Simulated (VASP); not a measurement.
# Ag (Fd-3m) in VASP: further runs

Runs on Ag. Level: PBEsol. Tasks: single point, relaxation of cell and atoms.

Everything below comes from runs of VASP 6.6.1. Logs are shortened: lines on timing, memory, paths and dates and some standing lists are left out, and cuts for length are marked.

## (1) The cell of the first run

It takes space group Fd-3m (No. 227, cubic). Conventional cell: a = 6.037 Å, b = 6.037 Å, c = 6.037 Å, α = 90.00°, β = 90.00°, γ = 90.00°. Within 3.4 Å of Ag (site symmetry -43m) lie 4 Ag at 2.61 Å.

This isn't the form of Ag at room conditions, which is fcc.

## (2) Single point, PBEsol

Input file INCAR:

```
PREC = Accurate
ENCUT = 500
EDIFF = 1E-6
ISMEAR = -1
SIGMA = 0.1
LREAL = False
LASPH = True
NELM = 120
ALGO = Normal
ISIF = 2
LWAVE = False
LCHARG = False
GGA = PS
NBANDS = 18
GGA_COMPAT = False
```

Input file KPOINTS:

```
Automatic mesh
0
Gamma
  13 13 13
```

Input file POSCAR:

```
Ag
1.0
    0.0000000000      3.0185099747      3.0185099747
    3.0185099747      0.0000000000      3.0185099747
    3.0185099747      3.0185099747      0.0000000000
Ag
2
Direct
    1.0000000000      1.0000000000      1.0000000000
    0.2500000000      0.2500000000      0.2500000000
```

Potentials or basis: VASP PAW PBE potentials, release 64 (Ag).

The run is started by

```bash
$ cat potpaw_PBE.64/Ag/POTCAR > POTCAR
$ mpirun -np 1 vasp_std > vasp.out
```

OUTCAR:

```text
PREC = Accurate
   ENCUT = 500
   EDIFF = 1E-6
   ISMEAR = -1
   LREAL = False
   LASPH = True
   NELM = 120
   ISIF = 2
   GGA = PS

 ion  position               nearest neighbor table
   1  0.000  0.000  0.000-   2 2.61   2 2.61   2 2.61   2 2.61
   2  0.250  0.250  0.250-   1 2.61   1 2.61   1 2.61   1 2.61

  LATTYP: Found a face centered cubic cell.
 ALAT       =     6.0370199494

  Lattice vectors:

 A1 = (   0.0000000000,   3.0185099747,   3.0185099747)
 A2 = (   3.0185099747,   0.0000000000,   3.0185099747)
 A3 = (   3.0185099747,   3.0185099747,   0.0000000000)

Analysis of symmetry for initial positions (statically):
=====================================================================
 Subroutine PRICEL returns:
 Original cell was already a primitive cell.

 Routine SETGRP: Setting up the symmetry group for a
 face centered cubic supercell.

 Subroutine GETGRP returns: Found 48 space group operations
 (whereof 24 operations were pure point group operations)
 out of a pool of 48 trial point group operations.

The static configuration has the point symmetry T_d .
 The point group associated with its full space group is O_h .

Analysis of symmetry for dynamics (positions and initial velocities):
=====================================================================
 Subroutine PRICEL returns:
 Original cell was already a primitive cell.

 Routine SETGRP: Setting up the symmetry group for a
 face centered cubic supercell.

 Subroutine GETGRP returns: Found 48 space group operations
 (whereof 24 operations were pure point group operations)
 out of a pool of 48 trial point group operations.

The dynamic configuration has the point symmetry T_d .
 The point group associated with its full space group is O_h .

 Subroutine INISYM returns: Found 48 space group operations
 (whereof 24 operations are pure point group operations),
 and found     1 'primitive' translations

----------------------------------------------------------------------------------------

                                     Primitive cell

  volume of cell :      55.0057

  direct lattice vectors                    reciprocal lattice vectors
     0.000000000  3.018509975  3.018509975    -0.165644641  0.165644641  0.165644641
     3.018509975  0.000000000  3.018509975     0.165644641 -0.165644641  0.165644641
     3.018509975  3.018509975  0.000000000     0.165644641  0.165644641 -0.165644641

  length of vectors
     4.268817744  4.268817744  4.268817744     0.286904934  0.286904934  0.286904934

  position of ions in fractional coordinates (direct lattice)
     0.000000000  0.000000000  0.000000000
     0.250000000  0.250000000  0.250000000

  ion indices of the primitive-cell ions
   primitive index   ion index
                 1           1
                 2           2

----------------------------------------------------------------------------------------

 KPOINTS: Automatic mesh

Automatic generation of k-mesh.
 Grid dimensions read from file:
 generate k-points for:   13   13   13

 Generating k-lattice:

  Cartesian coordinates                     Fractional coordinates (reciprocal lattice)
    -0.012741895  0.012741895  0.012741895     0.076923077  0.000000000  0.000000000
     0.012741895 -0.012741895  0.012741895     0.000000000  0.076923077  0.000000000
     0.012741895  0.012741895 -0.012741895     0.000000000  0.000000000  0.076923077

  Length of vectors
     0.022069610  0.022069610  0.022069610

  Shift w.r.t. Gamma in fractional coordinates (k-lattice)
     0.000000000  0.000000000  0.000000000

 Subroutine IBZKPT returns following result:
 ===========================================

 Found     84 irreducible k-points:

 Following reciprocal coordinates:
            Coordinates               Weight
  0.000000  0.000000  0.000000      1.000000
  0.076923  0.000000  0.000000      8.000000
  0.153846  0.000000  0.000000      8.000000
  0.230769  0.000000  0.000000      8.000000
  0.307692  0.000000  0.000000      8.000000
  0.384615  0.000000  0.000000      8.000000
[... 16 lines left out ...]
  0.384615  0.153846  0.000000     24.000000
  0.461538  0.153846  0.000000     24.000000
 [... further k-points ...]
   k-points           NKPTS =     84   k-points in BZ     NKDIM =     84   number of bands    NBANDS=     18
   number of dos      NEDOS =    301   number of ions     NIONS =      2
   total plane-waves  NPLWV =  32768
   dimension x,y,z NGX =    32 NGY =   32 NGZ =   32
   dimension x,y,z NGXF=    64 NGYF=   64 NGZF=   64
   ions per type =               2
   NGX,Y,Z   is equivalent  to a cutoff of  12.46, 12.46, 12.46 a.u.
   NGXF,Y,Z  is equivalent  to a cutoff of  24.92, 24.92, 24.92 a.u.
 SYSTEM =  unknown system
   PREC   = accura    normal or accurate (medium, high low for compatibility)
   ISTART =      0    job   : 0-new  1-cont  2-samecut
   ICHARG =      2    charge: 1-file 2-atom 10-const
   ISPIN  =      1    spin polarized calculation?
   LNONCOLLINEAR =      F non collinear calculations
   LSORBIT =      F    spin-orbit coupling
   LASPH  =      T    aspherical Exc in radial PAW
   ENCUT  =  500.0 eV  36.75 Ry    6.06 a.u.   7.78  7.78  7.78*2*pi/ulx,y,z
   NELM   =    120;   NELMIN=  2; NELMDL= -5     # of ELM steps
   EDIFF  = 0.1E-05   stopping-criterion for ELM
   LREAL  =      F    real-space projection
   EDIFFG = 0.1E-04   stopping-criterion for IOM
   NSW    =      0    number of steps for IOM
   IBRION =     -1    ionic relax: 0-MD 1-quasi-New 2-CG
   NFREE  =      0    steps in history (QN), initial steepest desc. (CG)
   ISIF   =      2    stress and relaxation
   ISYM   =      2    0-nonsym 1-usesym 2-fastsym
   POTIM  = 0.5000    time-step for ionic-motion
   TEBEG  =    0.0;   TEEND  =   0.0 temperature during run
   PSTRESS=    0.0 pullay stress
   NELECT =      22.0000    total number of electrons
   NUPDOWN=      -1.0000    fix difference up-down
   EMIN   =  10.00;   EMAX   =-10.00  energy-range for DOS
   EFERMI =   0.00;   METHOD = LEGACY
   ISMEAR =    -1;   SIGMA  =   0.10  broadening in eV -4-tet -1-fermi 0-gaus
   EFERMI_NEDOS =   21; number of points for ismear=-14 and -15
   IALGO  =     38    algorithm
   IMIX   =      4    mixing-type and parameters
     AMIX     =   0.40;   BMIX     =  1.00
     AMIX_MAG =   1.60;   BMIX_MAG =  1.00
  volume/ion in A,a.u.               =      27.50       185.60
  Fermi-wavevector in a.u.,A,eV,Ry     =   1.206183  2.279355 19.794801  1.454877
  Thomas-Fermi vector in A             =   2.341857
   LORBIT       =      0    0 simple, 1 ext, 2 COOP (PROOUT), +10 PAW based schemes
   GGA     = PS    functional components
   LHFCALC =     F    Hartree Fock is set to
   AEXX    =    0.0000 exact exchange contribution
   IVDW    =     0    specifies the selected vdW correction
   LEPSILON=     F    determine dielectric tensor
   LRPA    =     F    only Hartree local field effects (RPA)
 non-spin polarized calculation
  energy-cutoff  :      500.00
  volume of cell :       55.01
 maximum number of plane-waves:      1413
   NGX = 15   NGY = 15   NGZ = 15

 number of electron      21.9999990 magnetization

 Free energy of the ion-electron system (eV)
  ---------------------------------------------------
  ext. energy  EPLUGINS =         0.00000000
  ---------------------------------------------------
  free energy    TOTEN  =        -4.66126465 eV

  energy without entropy =       -4.64118605  energy(sigma->0) =       -4.65122535

 E-fermi :   3.0895     XC(G=0):  -9.4917

 val. band max:        3.0726998772   @ k =  -0.4615   0.1538   0.0769
 cond. band min:       3.2183478255   @ k =  -0.3077   0.4615   0.2308
 fundamental gap:      0.1456479483
 Fermi energy:         3.0895038137

 k-point     1 :       0.0000    0.0000    0.0000
  band No.  band energies     occupation
      1      -1.9470      2.00000
      2      -1.5771      2.00000
      3      -1.5771      2.00000
      4      -1.5730      2.00000
      5      -1.5730      2.00000
      6      -1.5730      2.00000
[... 10 lines left out ...]
     17      12.8167      0.00000
     18      13.4012      0.00000

 k-point     2 :       0.0769    0.0000    0.0000
  band No.  band energies     occupation
      1      -1.8771      2.00000
      2      -1.6590      2.00000
      3      -1.6590      2.00000
      4      -1.5706      2.00000
      5      -1.4755      2.00000
      6      -1.4755      2.00000
[... 10 lines left out ...]
     17      13.3109      0.00000
     18      13.7818      0.00000

 k-point     3 :       0.1538    0.0000    0.0000
  band No.  band energies     occupation
      1      -1.7151      2.00000
      2      -1.7151      2.00000
      3      -1.7012      2.00000
      4      -1.5432      2.00000
      5      -1.3804      2.00000
      6      -1.3804      2.00000
[... 10 lines left out ...]
     17      13.8991      0.00000
     18      14.1824      0.00000

 k-point     4 :       0.2308    0.0000    0.0000
  band No.  band energies     occupation
      1      -1.7382      2.00000
      2      -1.7382      2.00000
      3      -1.6121      2.00000
      4      -1.3580      2.00000
      5      -1.3155      2.00000
      6      -1.3155      2.00000
[... 375 lines left out ...]
      4      -1.3217      2.00000
      5      -1.1492      2.00000
      6      -1.0750      2.00000
[... 10 lines left out ...]
     17      15.2350      0.00000
     18      15.6771      0.00000

 k-point    23 :       0.3846    0.1538    0.0000
  band No.  band energies     occupation
      1      -1.8713      2.00000
      2      -1.6356      2.00000
      3      -1.6094      2.00000
      4      -1.2808      2.00000
      5      -1.0853      2.00000
      6      -1.0505      2.00000
[... 10 lines left out ...]
     17      15.0277      0.00000
     18      15.2620      0.00000

 k-point    24 :       0.4615    0.1538    0.0000
  band No.  band energies     occupation
      1      -1.8579      2.00000
      2      -1.6607      2.00000
      3      -1.5786      2.00000
      4      -1.2414      2.00000
      5      -1.1228      2.00000
      6      -1.0562      2.00000
[... 10 lines left out ...]
     17      14.8613      0.00000
     18      15.3441      0.00000

 [... further k-points ...]
[... 5 lines left out ...]
  --------------------------------------------------------------------------------------
  -------------------------------------------------------------------------------------
  Total       -0.0154374     -0.0154374     -0.0154374      0.0000000      0.0000000      0.0000000
  in kB       -0.4496515     -0.4496515     -0.4496515      0.0000000      0.0000000      0.0000000
  external PRESSURE =      -0.4496515 kB  Pullay stress =       0.0000000 kB

 VOLUME and BASIS-vectors are now :
 -----------------------------------------------------------------------------
  energy-cutoff  :      500.00
  volume of cell :       55.01
      direct lattice vectors                 reciprocal lattice vectors
     0.000000000  3.018509975  3.018509975    -0.165644641  0.165644641  0.165644641
     3.018509975  0.000000000  3.018509975     0.165644641 -0.165644641  0.165644641
     3.018509975  3.018509975  0.000000000     0.165644641  0.165644641 -0.165644641

 POSITION                                       TOTAL-FORCE (eV/Angst)
 -----------------------------------------------------------------------------------
      0.00000      0.00000      0.00000         0.000000      0.000000      0.000000
      1.50925      1.50925      1.50925        -0.000000     -0.000000     -0.000000
 -----------------------------------------------------------------------------------
    total drift:                               -0.000000      0.000000      0.000000

  FREE ENERGIE OF THE ION-ELECTRON SYSTEM (eV)
  ---------------------------------------------------
  free  energy   TOTEN  =        -4.6612646483 eV

  energy  without entropy=       -4.6411860532  energy(sigma->0) =       -4.65122535
```

Run time: 36 s. Hardware: 1 thread of Intel Xeon Platinum 8259CL at 2.50GHz (Skylake/Cascade Lake), shared host; peak memory 0.21 GiB.

What came out:

```
Free energy            : -4.6613 eV
Pressure               : 0.0 GPa
Band gap on the k mesh : zero (bands 11 and 12 overlap by 0.84 eV)
```

Caveat: the PAW data sets were made with another functional, which shifts forces and pressure a little.

## (3) Relaxation of cell and atoms, PBEsol

This run uses another cell than the first one, of 22.19 Å³/atom.

Input file INCAR:

```
PREC = Accurate
ENCUT = 500
EDIFF = 1E-7
ISMEAR = -1
SIGMA = 0.1
LREAL = False
LASPH = True
NELM = 120
ALGO = Normal
ISIF = 3
LWAVE = False
LCHARG = False
GGA = PS
IBRION = 2
NSW = 80
EDIFFG = -0.02
GGA_COMPAT = False
NELMIN = 4
```

KPOINTS is that of step 2.

Input file POSCAR:

```
Ag
1.0
    0.0000000000      2.8100000000      2.8100000000
    2.8100000000      0.0000000000      2.8100000000
    2.8100000000      2.8100000000      0.0000000000
Ag
2
Direct
    1.0000000000      1.0000000000      1.0000000000
    0.2500000000      0.2500000000      0.2500000000
```

Potentials or basis: VASP PAW PBE potentials, release 64 (Ag).

The run is started by

```bash
$ cat potpaw_PBE.64/Ag/POTCAR > POTCAR
$ mpirun -np 1 vasp_std > vasp.out
```

Wall time 2.2 min (1 thread of Intel Xeon Platinum 8259CL at 2.50GHz (Skylake/Cascade Lake), shared host); peak memory 0.2 GiB.

Results (log left out):

* Free energy: -4.6600 eV
* Relaxed volume: 27.47 Å³/atom
* Relaxed cell: a = 4.267 Å, b = 4.267 Å, c = 4.267 Å, α = 60.00°, β = 60.00°, γ = 60.00°
* Space group after relaxing (to 0.1 Å): Fd-3m (No. 227)
* Energy gained by relaxing: 211.7 meV/atom
* Ionic steps: 4
* Pressure after relaxing: 0.0 GPa
* Band gap on the k mesh: zero (bands 11 and 12 overlap by 0.85 eV)

Step by step:
| step | energy change (eV) | largest force (eV/Å) | pressure (GPa) | volume (Å³) |
| --- | --- | --- | --- | --- |
| 1 | 0.0000 | 0.0000 | 16.16 | 44.38 |
| 2 | -0.3642 | 0.0000 | -3.16 | 60.36 |
| 3 | -0.4234 | 0.0000 | 0.17 | 54.69 |
| 4 | -0.4235 | 0.0000 | -0.04 | 54.95 |

Final structure:
```cif
data_structure
_symmetry_space_group_name_H-M 'P 1'
_symmetry_Int_Tables_number 1
_cell_length_a 4.2673
_cell_length_b 4.2673
_cell_length_c 4.2673
_cell_angle_alpha 60.000
_cell_angle_beta 60.000
_cell_angle_gamma 60.000
_cell_volume 54.95
loop_
_atom_site_label
_atom_site_type_symbol
_atom_site_fract_x
_atom_site_fract_y
_atom_site_fract_z
_atom_site_occupancy
Ag1 Ag 0.00000 0.00000 0.00000 1
Ag2 Ag 0.25000 0.25000 0.25000 1
```

Levels at points of the mesh, in eV from the Fermi level:
```
           k point  band 8  band 9  band 10  band 11  band 12  band 13  band 14  band 15
(0.00, 0.00, 0.00)   -3.23   -3.23    -2.56    -2.56     9.07     9.07     9.07     9.73
```

Caveat: the volume moved by over 15 % at a fixed basis, so the end points are rough; the PAW data sets were made with another functional, which shifts forces and pressure a little.
